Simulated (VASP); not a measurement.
Wanted: the native input for a VASP 6.6.1 run.

| Item | Value |
| --- | --- |
| Task | single point |
| Functional | PBEsol |
| Potentials or basis | VASP PAW PBE potentials, release 64 (Ag, O) |
| Cutoff | 520 eV |
| k mesh | 18 × 18 × 18 |
| Occupations | gaussian, width 0.15 eV |
| Spin | no spin polarisation |
| Dipole correction | no |
| Further INCAR settings | ALGO = Normal; EDIFF = 1e-07; NBANDS = 16 |

The structure of AgO lies in POSCAR:

```
AgO
1.0
    0.0000000000      2.3478000000      2.5284000000
    2.3478000000      0.0000000000      2.5284000000
    2.3478000000      2.3478000000      0.0000000000
Ag O
1 1
Direct
    0.0000000000      0.0000000000      0.0000000000
    0.7500000000      0.7500000000      0.7500000000
```

This cell differs from its parent crystal: strain -0.025 along x and y, +0.050 along z.

The input as run:

INCAR

```
ALGO = Normal
EDIFF = 1E-7
ENCUT = 520
GGA = PS
ISIF = 2
ISMEAR = 0
LASPH = True
LCHARG = True
LELF = True
LREAL = False
LVHAR = True
LWAVE = False
NBANDS = 16
NELM = 100
PREC = Accurate
SIGMA = 0.15
```

KPOINTS

```
k-points
0
Gamma
  18 18 18
```

Potentials or basis: VASP PAW PBE potentials, release 64 (Ag, O).

The run is started by

```sh
$ cat potpaw_PBE.64/Ag/POTCAR potpaw_PBE.64/O/POTCAR > POTCAR
$ mpirun -np 1 vasp_std > vasp.out
```

It gave:

```json
{
  "Pressure": "10.6 GPa",
  "Band gap on the k mesh": "zero (an odd number of electrons rules out a gap without spin polarisation)"
}
```

Caveat: the cell differs from its parent crystal (strain -0.025 along x and y, +0.050 along z); the cell stands under pressure; the PAW data sets were made with another functional, which shifts forces and pressure a little; an odd number of electrons without spin polarisation forces a metal; a magnetic or distorted state may lie lower.

Wall time 96 s on 1 thread of Intel(R) Xeon(R) 6975P-C (Granite Rapids), with other jobs on the host, peak memory 0.32 GiB.
